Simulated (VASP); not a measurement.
The system is Mg3SnO4.

```
Mg Sn O
1.0
     3.08024    0.08000   -0.02337
     0.08000    3.13097    0.02513
    -0.14501    0.15593   19.55100
Mg Sn O
6 2 8
Direct
  0.49378 0.98400 0.16086
  0.50018 0.99982 0.73378
  0.51320 0.00897 0.94699
  0.01082 0.48832 0.83908
  0.97399 0.52450 0.27229
  0.00202 0.50338 0.05646
  0.50172 0.99442 0.40975
  0.98747 0.50388 0.58662
  0.49164 0.01029 0.04993
  0.53168 0.01695 0.27173
  0.47741 0.98773 0.62162
  0.51514 0.00255 0.83873
  0.00838 0.50173 0.94603
  0.00227 0.47856 0.37360
  0.99550 0.50546 0.16121
  0.99479 0.48943 0.73134
```

* Program: VASP 6.6.1
* Task: relaxation of cell and atoms
* Functional: PBE
* Potentials or basis: VASP PAW PBE potentials, release 64 (Mg, Sn_d, O)
* Cutoff: 600 eV
* k mesh: 4 × 4 × 1
* Occupations: gaussian, width 0.1 eV
* Spin: no spin polarisation

At the start: pressure -1.5 GPa; volume 11.78 Å³/atom.

Q: How do energy, volume and symmetry change on relaxing?

A: Over 19 steps the energy falls by 29.3 meV/atom and the volume is 11.52 Å³/atom (-2.2 %); space group P1 (No. 1, to 0.1 Å) before, P4/nmm (No. 129, to 0.1 Å).

Step by step:
| step | energy change (eV) | largest force (eV/Å) | pressure (GPa) | volume (Å³) |
| --- | --- | --- | --- | --- |
| 1 | 0.0000 | 1.5233 | -1.49 | 188.40 |
| 2 | -0.3314 | 0.5812 | -0.52 | 185.39 |
| 3 | -0.3617 | 0.6481 | 0.11 | 184.15 |
| 4 | -0.4255 | 0.2908 | 0.16 | 183.69 |
| 5 | -0.4261 | 0.2878 | 0.19 | 183.63 |
| 6 | -0.4503 | 0.1860 | 0.02 | 183.92 |
| 7 | -0.4562 | 0.1887 | -0.09 | 184.15 |
| 8 | -0.4620 | 0.1020 | 0.11 | 184.02 |
| 9 | -0.4620 | 0.1342 | 0.14 | 184.00 |
| 10 | -0.4652 | 0.0642 | -0.01 | 184.29 |
| 11 | -0.4656 | 0.0890 | -0.09 | 184.41 |
| 12 | -0.4673 | 0.0454 | -0.02 | 184.35 |
| 13 | -0.4674 | 0.0429 | 0.00 | 184.33 |
| 14 | -0.4683 | 0.0475 | 0.01 | 184.29 |
| 15 | -0.4684 | 0.0605 | 0.00 | 184.27 |
| 16 | -0.4690 | 0.0367 | 0.00 | 184.25 |
| 17 | -0.4690 | 0.0421 | 0.01 | 184.24 |
| 18 | -0.4692 | 0.0318 | -0.05 | 184.27 |
| 19 | -0.4693 | 0.0236 | -0.04 | 184.26 |

Final structure:
```xyz
16
Lattice="3.0982 -0.0016 -0.0020 -0.0009 3.0985 -0.0005 -0.0095 -0.0052 19.1946" Properties=species:S:1:pos:R:3 pbc="T T T"
Mg    1.5545    0.0004    3.1249
Mg    1.5328    3.0887   14.0099
Mg    1.5411   -0.0047   18.1545
Mg    3.0849    1.5393   16.0658
Mg    0.0038    1.5507    5.1826
Mg    0.0046    1.5529    1.0386
Sn    1.5523    3.0945    7.8808
Sn    3.0715    1.5410   11.3082
O     1.5529    0.0019    1.0417
O     1.5541    0.0042    5.2319
O     1.5357    3.0885   12.0084
O     1.5366    3.0901   16.0784
O     3.0888    1.5434   18.1519
O    -0.0002    1.5517    7.1842
O     0.0063    1.5524    3.1152
O     3.0833    1.5384   13.9607
```

Caveat: the k points lie up to 0.51 Å⁻¹ apart in the final cell.
